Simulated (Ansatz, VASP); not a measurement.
GaAs in VASP and in Ansatz

Contents of INCAR:

```
SYSTEM = GaAs
ALGO = Normal
EDIFF = 1E-6
ENCUT = 520
GGA = PE
ISIF = 2
ISMEAR = 0
LASPH = .True.
LCHARG = .True.
LELF = .True.
LREAL = .False.
LVHAR = .True.
LWAVE = .False.
NBANDS = 16
NELM = 80
PREC = Accurate
SIGMA = 0.05
```

Contents of KPOINTS:

```
k-points
0
Gamma
  10 10 10
  0 0 0
```

File POSCAR:

```
GaAs
1.0
    0.0000000000      2.8268500000      2.9257897500
    2.8268500000      0.0000000000      2.9257897500
    2.8268500000      2.8268500000      0.0000000000
Ga As
1 1
Direct
    0.0000000000      0.0000000000      0.0000000000
    0.7500000000      0.7500000000      0.7500000000
```

Input for Ansatz:

```yaml
crystal:
  lattice:
    - [0.0, 2.82685, 2.92578975]
    - [2.82685, 0.0, 2.92578975]
    - [2.82685, 2.82685, 0.0]
  atoms:
    - { symbol: Ga, position: [0.0, 0.0, 0.0] }
    - { symbol: As, position: [0.75, 0.75, 0.75] }
basis:
  ecutwfc: 420
kpoints:
  mp_grid: { grid: [10, 10, 10] }
hamiltonian:
  xc: pbe
scf:
  occupations: { method: gaussian, width: 0.05 }
output:
  forces: true
  stress: true
  eigenvalues: true
```

Change from the starting cell: strain +0.0350 x Voigt [0, 0, 1, 0, 0, 0], atoms carried along.

Alike in both runs: task single point; functional PBE; k mesh 10 × 10 × 10; occupations gaussian, width 0.05 eV; no spin polarisation.

|  | VASP | Ansatz |
| --- | --- | --- |
| version | VASP 6.6.1 | Ansatz 0.2.0 |
| potentials or method | VASP PAW PBE potentials, release 64 (Ga_d, As), cutoff 520 eV | scalar-relativistic, plane waves, PAW |
| valence electrons in the cell | 18 | 28 |

```tsv
	VASP	Ansatz	Ansatz less VASP
gap on the k mesh at the Fermi level (eV)	0.19	0.18	-0.003
least direct gap on the mesh (eV)	0.19	0.18	-0.003
pressure (GPa)	1.0	0.9	-0.16
traceless stress, the component that is largest in VASP (GPa)	-1.42	-1.42	-0.004
```

VASP's potentials hold 18 valence electrons a cell and Ansatz's 28, so a difference there can come from the potentials and not from the codes.
